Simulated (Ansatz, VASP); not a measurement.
## Au: VASP beside Ansatz

```
Au
1.0
     2.95012    0.00000    0.00000
    -1.47506    2.55488    0.00000
     0.00000    0.00000    4.79977
Au
2
Direct
  0.33333 0.66667 0.75000
  0.66667 0.33333 0.25000
```

Alike in both runs: functional PBE; k mesh 8 × 8 × 4; occupations gaussian, width 0.05 eV; no spin polarisation.

Ansatz relaxed the structure, and its values are those at the end. VASP's run is a single point on that final structure, the one shown.

|  | VASP | Ansatz |
| --- | --- | --- |
| version | VASP 6.6.1 | Ansatz 0.2.0 |
| potentials or method | VASP PAW PBE potentials, release 64 (Au), cutoff 500 eV | scalar-relativistic, plane waves, PAW |
| valence electrons in the cell | 22 | 38 |

Ansatz gave:

- gap on the k mesh at the Fermi level (eV): none
- pressure (GPa): -0.1

Question: Which values does VASP return?

Answer: gap on the k mesh at the Fermi level (eV): none; pressure (GPa): -0.3.

A gap of «none» marks a metal or a gap that the smearing closes. With one functional, cell and mesh, what is left measures potentials, basis and numerics. VASP's potentials hold 22 valence electrons a cell and Ansatz's 38, so a difference there can come from the potentials and not from the codes.

Spin-orbit coupling is off throughout.
